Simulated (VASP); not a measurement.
# HgTe (F-43m) in VASP: further runs

Runs on HgTe. Level: PBEsol. Tasks: single point, elastic constants.

All numbers are computed with VASP 6.6.1; they aren't measurements. Logs are shortened: lines on timing, memory, paths and dates and some standing lists are left out, and cuts for length are marked.

## (1) The cell of the first run

The structure is cubic, space group F-43m (No. 216). The conventional cell has a = 6.429 Å, b = 6.429 Å, c = 6.429 Å, α = 90.00°, β = 90.00°, γ = 90.00°. Hg (site symmetry -43m) has 4 Te at 2.78 Å within 3.7 Å. Te (site symmetry -43m) has 4 Hg at 2.78 Å within 3.7 Å.

## (2) Single point, PBEsol

Contents of POSCAR:

```
HgTe
1.0
    0.0000000000      3.2145000000      3.2145000000
    3.2145000000      0.0000000000      3.2145000000
    3.2145000000      3.2145000000      0.0000000000
Hg Te
1 1
Direct
    0.0000000000      0.0000000000      0.0000000000
    0.7500000000      0.7500000000      0.7500000000
```

Contents of INCAR.step1:

```
SYSTEM = HgTe
PREC = Accurate ; ENCUT = 520
EDIFF = 1E-6 ; ISMEAR = -1
SIGMA = 0.05 ; LREAL = .FALSE.
LASPH = .TRUE. ; NELM = 100
ALGO = Normal ; ISIF = 2
LWAVE = .FALSE. ; LCHARG = .TRUE.
GGA = PS ; NBANDS = 16
```

Contents of KPOINTS.step1:

```
Automatic mesh
0
G
  6 6 6
  0 0 0
```

Contents of INCAR.step2:

```
SYSTEM = HgTe
PREC = Accurate ; ENCUT = 520
EDIFF = 1E-6 ; ISMEAR = -5
SIGMA = 0.05 ; LREAL = .FALSE.
LASPH = .TRUE. ; NELM = 100
ALGO = Normal ; ISIF = 2
LWAVE = .FALSE. ; LCHARG = .FALSE.
GGA = PS ; LORBIT = 11
NBANDS = 16 ; NEDOS = 2001
ICHARG = 11
```

Contents of KPOINTS.step2:

```
Automatic mesh
0
G
  9 9 9
  0 0 0
```

Potentials or basis: VASP PAW PBE potentials, release 64 (Hg, Te).

Started as:

```sh
$ cat potpaw_PBE.64/Hg/POTCAR potpaw_PBE.64/Te/POTCAR > POTCAR
$ cp INCAR.step1 INCAR
$ cp KPOINTS.step1 KPOINTS
$ mpirun -np 1 vasp_std > vasp.out
$ cp INCAR.step2 INCAR
$ cp KPOINTS.step2 KPOINTS
$ mpirun -np 1 vasp_std > vasp.out
```

OUTCAR:

```text
SYSTEM = HgTe
   PREC = Accurate
   ENCUT = 520
   EDIFF = 1E-6
   ISMEAR = -5
   LREAL = .FALSE.
   LASPH = .TRUE.
   NELM = 100
   ISIF = 2
   GGA = PS
   LORBIT = 11
   ICHARG = 11

 ion  position               nearest neighbor table
   1  0.000  0.000  0.000-   2 2.78   2 2.78   2 2.78   2 2.78
   2  0.750  0.750  0.750-   1 2.78   1 2.78   1 2.78   1 2.78

  LATTYP: Found a face centered cubic cell.
 ALAT       =     6.4290000000

  Lattice vectors:

 A1 = (   0.0000000000,   3.2145000000,   3.2145000000)
 A2 = (   3.2145000000,   0.0000000000,   3.2145000000)
 A3 = (   3.2145000000,   3.2145000000,   0.0000000000)

Analysis of symmetry for initial positions (statically):
=====================================================================
 Subroutine PRICEL returns:
 Original cell was already a primitive cell.

 Routine SETGRP: Setting up the symmetry group for a
 face centered cubic supercell.

 Subroutine GETGRP returns: Found 24 space group operations
 (whereof 24 operations were pure point group operations)
 out of a pool of 48 trial point group operations.

The static configuration has the point symmetry T_d .

Analysis of symmetry for dynamics (positions and initial velocities):
=====================================================================
 Subroutine PRICEL returns:
 Original cell was already a primitive cell.

 Routine SETGRP: Setting up the symmetry group for a
 face centered cubic supercell.

 Subroutine GETGRP returns: Found 24 space group operations
 (whereof 24 operations were pure point group operations)
 out of a pool of 48 trial point group operations.

The dynamic configuration has the point symmetry T_d .

 Subroutine INISYM returns: Found 24 space group operations
 (whereof 24 operations are pure point group operations),
 and found     1 'primitive' translations

----------------------------------------------------------------------------------------

                                     Primitive cell

  volume of cell :      66.4309

  direct lattice vectors                    reciprocal lattice vectors
     0.000000000  3.214500000  3.214500000    -0.155545186  0.155545186  0.155545186
     3.214500000  0.000000000  3.214500000     0.155545186 -0.155545186  0.155545186
     3.214500000  3.214500000  0.000000000     0.155545186  0.155545186 -0.155545186

  length of vectors
     4.545989496  4.545989496  4.545989496     0.269412165  0.269412165  0.269412165

  position of ions in fractional coordinates (direct lattice)
     0.000000000  0.000000000  0.000000000
     0.750000000  0.750000000  0.750000000

  ion indices of the primitive-cell ions
   primitive index   ion index
                 1           1
                 2           2

----------------------------------------------------------------------------------------

 KPOINTS: Automatic mesh

Automatic generation of k-mesh.
 Grid dimensions read from file:
 generate k-points for:    9    9    9

 Generating k-lattice:

  Cartesian coordinates                     Fractional coordinates (reciprocal lattice)
    -0.017282798  0.017282798  0.017282798     0.111111111  0.000000000  0.000000000
     0.017282798 -0.017282798  0.017282798     0.000000000  0.111111111  0.000000000
     0.017282798  0.017282798 -0.017282798     0.000000000  0.000000000  0.111111111

  Length of vectors
     0.029934685  0.029934685  0.029934685

  Shift w.r.t. Gamma in fractional coordinates (k-lattice)
     0.000000000  0.000000000  0.000000000

 TETIRR: Found    115 inequivalent tetrahedra from     4374

 Subroutine IBZKPT returns following result:
 ===========================================

 Found     35 irreducible k-points:

 Following reciprocal coordinates:
            Coordinates               Weight
  0.000000  0.000000  0.000000      1.000000
  0.111111  0.000000  0.000000      8.000000
  0.222222  0.000000  0.000000      8.000000
  0.333333  0.000000  0.000000      8.000000
  0.444444  0.000000  0.000000      8.000000
  0.111111  0.111111  0.000000      6.000000
[... 16 lines left out ...]
 -0.333333  0.333333  0.000000     12.000000
  0.444444  0.444444  0.000000      6.000000
 [... further k-points ...]
   k-points           NKPTS =     35   k-points in BZ     NKDIM =     35   number of bands    NBANDS=     16
   number of dos      NEDOS =   2001   number of ions     NIONS =      2
   total plane-waves  NPLWV =  46656
   dimension x,y,z NGX =    36 NGY =   36 NGZ =   36
   dimension x,y,z NGXF=    72 NGYF=   72 NGZF=   72
   ions per type =               1   1
   NGX,Y,Z   is equivalent  to a cutoff of  13.17, 13.17, 13.17 a.u.
   NGXF,Y,Z  is equivalent  to a cutoff of  26.33, 26.33, 26.33 a.u.
 SYSTEM =  HgTe
   PREC   = accura    normal or accurate (medium, high low for compatibility)
   ISTART =      0    job   : 0-new  1-cont  2-samecut
   ICHARG =     11    charge: 1-file 2-atom 10-const
   ISPIN  =      1    spin polarized calculation?
   LNONCOLLINEAR =      F non collinear calculations
   LSORBIT =      F    spin-orbit coupling
   LASPH  =      T    aspherical Exc in radial PAW
   ENCUT  =  520.0 eV  38.22 Ry    6.18 a.u.   8.45  8.45  8.45*2*pi/ulx,y,z
   NELM   =    100;   NELMIN=  2; NELMDL=  0     # of ELM steps
   EDIFF  = 0.1E-05   stopping-criterion for ELM
   LREAL  =      F    real-space projection
   EDIFFG = 0.1E-04   stopping-criterion for IOM
   NSW    =      0    number of steps for IOM
   IBRION =     -1    ionic relax: 0-MD 1-quasi-New 2-CG
   NFREE  =      0    steps in history (QN), initial steepest desc. (CG)
   ISIF   =      2    stress and relaxation
   ISYM   =      2    0-nonsym 1-usesym 2-fastsym
   POTIM  = 0.5000    time-step for ionic-motion
   TEBEG  =    0.0;   TEEND  =   0.0 temperature during run
   PSTRESS=    0.0 pullay stress
   NELECT =      18.0000    total number of electrons
   NUPDOWN=      -1.0000    fix difference up-down
   EMIN   =  10.00;   EMAX   =-10.00  energy-range for DOS
   EFERMI =   0.00;   METHOD = LEGACY
   ISMEAR =    -5;   SIGMA  =   0.05  broadening in eV -4-tet -1-fermi 0-gaus
   EFERMI_NEDOS =   21; number of points for ismear=-14 and -15
   IALGO  =     38    algorithm
   IMIX   =      4    mixing-type and parameters
     AMIX     =   0.40;   BMIX     =  1.00
     AMIX_MAG =   1.60;   BMIX_MAG =  1.00
  volume/ion in A,a.u.               =      33.22       224.15
  Fermi-wavevector in a.u.,A,eV,Ry     =   1.059357  2.001894 15.268958  1.122237
  Thomas-Fermi vector in A             =   2.194699
   LORBIT       =     11    0 simple, 1 ext, 2 COOP (PROOUT), +10 PAW based schemes
   GGA     = PS    functional components
   LHFCALC =     F    Hartree Fock is set to
   AEXX    =    0.0000 exact exchange contribution
   IVDW    =     0    specifies the selected vdW correction
   LEPSILON=     F    determine dielectric tensor
   LRPA    =     F    only Hartree local field effects (RPA)
 non-spin polarized calculation
 Fermi weights with tetrahedron method with Bloechl corrections
  energy-cutoff  :      520.00
  volume of cell :       66.43
 maximum number of plane-waves:      1820
 NGX is ok and might be reduce to    36

 number of electron      18.0000000 magnetization

 Free energy of the ion-electron system (eV)
  ---------------------------------------------------
  ext. energy  EPLUGINS =         0.00000000
  ---------------------------------------------------
  free energy    TOTEN  =        -4.36032737 eV

  energy without entropy =       -4.36032737  energy(sigma->0) =       -4.36032737

 E-fermi :   3.1327     XC(G=0):  -9.0095

 val. band max:        3.1326652709   @ k =   0.0000   0.0000   0.0000
 cond. band min:       3.1326652936   @ k =   0.0000   0.0000   0.0000
 fundamental gap:      0.0000000228
 Fermi energy:         3.1326771361

 k-point     1 :       0.0000    0.0000    0.0000
  band No.  band energies     occupation
      1      -9.0101      2.00000
      2      -4.3172      2.00000
      3      -4.3172      2.00000
      4      -4.3172      2.00000
      5      -3.7599      2.00000
      6      -3.7599      2.00000
[... 8 lines left out ...]
     15      12.6921      0.00000
     16      12.6949      0.00000

 k-point     2 :       0.1111    0.0000    0.0000
  band No.  band energies     occupation
      1      -8.9460      2.00000
      2      -4.2993      2.00000
      3      -4.2993      2.00000
      4      -4.2967      2.00000
      5      -3.7619      2.00000
      6      -3.7619      2.00000
[... 8 lines left out ...]
     15      11.8878      0.00000
     16      11.8878      0.00000

 k-point     3 :       0.2222    0.0000    0.0000
  band No.  band energies     occupation
      1      -8.7770      2.00000
      2      -4.2564      2.00000
      3      -4.2564      2.00000
      4      -4.2060      2.00000
      5      -3.7627      2.00000
      6      -3.7627      2.00000
[... 8 lines left out ...]
     15      11.5446      0.00000
     16      11.5446      0.00000

 k-point     4 :       0.3333    0.0000    0.0000
  band No.  band energies     occupation
      1      -8.5722      2.00000
      2      -4.2140      2.00000
      3      -4.2140      2.00000
      4      -3.9733      2.00000
      5      -3.7538      2.00000
      6      -3.7538      2.00000
[... 8 lines left out ...]
     15      11.9556      0.00000
     16      11.9556      0.00000
[... 324 lines left out ...]
 k-point    22 :      -0.4444    0.3333    0.0000
  band No.  band energies     occupation
      1      -8.2332      2.00000
      2      -4.1291      2.00000
      3      -4.0207      2.00000
      4      -3.9076      2.00000
      5      -3.7245      2.00000
      6      -3.2882      2.00000
[... 8 lines left out ...]
     15      13.1105      0.00000
     16      14.7449      0.00000

 k-point    23 :      -0.3333    0.3333    0.0000
  band No.  band energies     occupation
      1      -8.2555      2.00000
      2      -4.1332      2.00000
      3      -4.0611      2.00000
      4      -3.8259      2.00000
      5      -3.7524      2.00000
      6      -3.3186      2.00000
[... 8 lines left out ...]
     15      12.1359      0.00000
     16      14.8470      0.00000

 k-point    24 :       0.4444    0.4444    0.0000
  band No.  band energies     occupation
      1      -8.2272      2.00000
      2      -4.1510      2.00000
      3      -3.9727      2.00000
      4      -3.9727      2.00000
      5      -3.6962      2.00000
      6      -3.4117      2.00000
[... 8 lines left out ...]
     15      13.3861      0.00000
     16      14.9072      0.00000

 [... further k-points ...]

------------------------ aborting loop because EDIFF is reached ----------------------------------------

  FORCE on cell =-STRESS in cart. coord.  units (eV):
  Direction    XX          YY          ZZ          XY          YZ          ZX
  --------------------------------------------------------------------------------------
  -------------------------------------------------------------------------------------
  Total        0.7505770      0.7505770      0.7505770      0.0000000      0.0000000     -0.0000000
  in kB       18.1023737     18.1023737     18.1023737      0.0000000      0.0000000     -0.0000000
  external PRESSURE =      18.1023737 kB  Pullay stress =       0.0000000 kB

 VOLUME and BASIS-vectors are now :
 -----------------------------------------------------------------------------
  energy-cutoff  :      520.00
  volume of cell :       66.43
      direct lattice vectors                 reciprocal lattice vectors
     0.000000000  3.214500000  3.214500000    -0.155545186  0.155545186  0.155545186
     3.214500000  0.000000000  3.214500000     0.155545186 -0.155545186  0.155545186
     3.214500000  3.214500000  0.000000000     0.155545186  0.155545186 -0.155545186

 POSITION                                       TOTAL-FORCE (eV/Angst)
 -----------------------------------------------------------------------------------
      0.00000      0.00000      0.00000        -0.000000     -0.000000     -0.000000
      4.82175      4.82175      4.82175         0.000000      0.000000      0.000000
 -----------------------------------------------------------------------------------
    total drift:                                0.000000      0.000000      0.000000

  FREE ENERGIE OF THE ION-ELECTRON SYSTEM (eV)
  ---------------------------------------------------
  free  energy   TOTEN  =        -4.3603273727 eV

  energy  without entropy=       -4.3603273727  energy(sigma->0) =       -4.36032737

 total charge

# of ion       s       p       d       tot
------------------------------------------
    1        0.754   0.437   9.350  10.541
    2        1.369   1.972   0.035   3.377
--------------------------------------------------
tot          2.123   2.410   9.385  13.918
```

Run time: 62 s. Hardware: 1 thread of Intel Xeon 8259CL, shared host; peak memory 0.21 GiB.

What came out:

- Valence electrons inside the program's atomic spheres: Hg 10.54; Te 3.38

Caveat: the PAW data sets were made with another functional, which shifts forces and pressure a little; spin-orbit coupling is left out, which moves the levels of the heavy elements.

## (3) Elastic constants, PBEsol

Contents of INCAR:

```
PREC     = Accurate       # precision mode
ENCUT    = 600            # plane-wave cutoff, eV
EDIFF    = 1E-8           # SCF threshold, eV
ISMEAR   = -1             # smearing method
SIGMA    = 0.05           # smearing width, eV
LREAL    = False          # projectors in reciprocal space
LASPH    = True           # aspherical terms in the spheres
NELM     = 100            # most SCF steps
ALGO     = Normal         # electronic algorithm
ISIF     = 3              # what is computed and relaxed
LWAVE    = False          # write WAVECAR
LCHARG   = False          # write CHGCAR
GGA      = PS             # functional
IBRION   = 6              # ionic algorithm
NFREE    = 2            
POTIM    = 0.015          # step
NSW      = 1              # ionic steps
```

Contents of KPOINTS:

```
regular mesh
0
Gamma
  6 6 6
```

POSCAR is that of step 2.

Potentials or basis: VASP PAW PBE potentials, release 64 (Hg, Te).

Started as:

```sh
$ cat potpaw_PBE.64/Hg/POTCAR potpaw_PBE.64/Te/POTCAR > POTCAR
$ mpirun -np 1 vasp_std > vasp.out
```

OUTCAR:

```text
PREC = Accurate
   ENCUT = 600
   EDIFF = 1E-8
   ISMEAR = -1
   LREAL = False
   LASPH = True
   NELM = 100
   ISIF = 3
   GGA = PS
   IBRION = 6
   NFREE = 2
   POTIM = 0.015
   NSW = 1

 ion  position               nearest neighbor table
   1  0.000  0.000  0.000-   2 2.78   2 2.78   2 2.78   2 2.78
   2  0.750  0.750  0.750-   1 2.78   1 2.78   1 2.78   1 2.78
[... 823 lines left out ...]
             X         Y         Z           dx          dy          dz
      0.000000  0.000000  0.000000    -0.623544    0.000000   -0.000000
      4.821750  4.821750  4.821750     0.781788    0.000000   -0.000000
[... 21 lines left out ...]
   6 f/i=    0.000029 THz     0.000183 2PiTHz    0.000973 cm-1     0.000121 meV
             X         Y         Z           dx          dy          dz
      0.000000  0.000000  0.000000    -0.156067    0.761159    0.086442
      4.821750  4.821750  4.821750    -0.124477    0.607091    0.068945

--------------------------------------------------------------------------------------------------------

 ELASTIC MODULI CONTR FROM IONIC RELAXATION (kBar)
 Direction    XX          YY          ZZ          XY          YZ          ZX
 --------------------------------------------------------------------------------
 XX          -0.0000     -0.0000      0.0000     -0.0000      0.0000     -0.0000
 YY          -0.0000     -0.0000     -0.0000     -0.0000     -0.0000     -0.0000
 ZZ           0.0000     -0.0000     -0.0000      0.0000     -0.0000     -0.0000
 XY          -0.0000     -0.0000      0.0000   -237.8569      0.0000      0.0000
 YZ           0.0000     -0.0000     -0.0000      0.0000   -237.8569      0.0000
 ZX          -0.0000     -0.0000     -0.0000      0.0000      0.0000   -237.8569
 --------------------------------------------------------------------------------

 TOTAL ELASTIC MODULI (kBar)
 Direction    XX          YY          ZZ          XY          YZ          ZX
 --------------------------------------------------------------------------------
 XX         591.0227    454.0141    454.0141     -0.0000      0.0000     -0.0000
 YY         454.0141    591.0227    454.0141      0.0000      0.0000     -0.0000
 ZZ         454.0141    454.0141    591.0227      0.0000      0.0000     -0.0000
 XY          -0.0000      0.0000      0.0000    193.6965      0.0000     -0.0000
 YZ           0.0000      0.0000      0.0000      0.0000    193.6965     -0.0000
 ZX          -0.0000     -0.0000     -0.0000     -0.0000     -0.0000    193.6965
 --------------------------------------------------------------------------------
```

It took 17 min on 1 thread of Intel Xeon 8259CL, shared host; peak memory 0.3 GiB.

Results:

* Elastic constants C11, C12, C44: 59, 45, 19 GPa
* Voigt bulk modulus: 50 GPa
* Highest phonon frequency at Γ, LO-TO splitting left out: 120 cm⁻¹

Phonon frequencies in cm⁻¹ (negative: imaginary):
| q point | frequencies |
| --- | --- |
| (0.000, 0.000, 0.000) | 0 0 0 120 120 120 |

Elastic tensor in Voigt notation (GPa, in the Cartesian axes of the cell as first typed):
```
59 45 45  0  0  0
45 59 45  0  0  0
45 45 59  0  0  0
 0  0  0 19  0  0
 0  0  0  0 19  0
 0  0  0  0  0 19
```

Clamped-ion elastic tensor (GPa):
```
59 45 45  0  0  0
45 59 45  0  0  0
45 45 59  0  0  0
 0  0  0 43  0  0
 0  0  0  0 43  0
 0  0  0  0  0 43
```

Caveat: the cell is under stress, which shifts elastic constants; the PAW data sets were made with another functional, which shifts forces and pressure a little; spin-orbit coupling is left out, which moves the levels of the heavy elements.
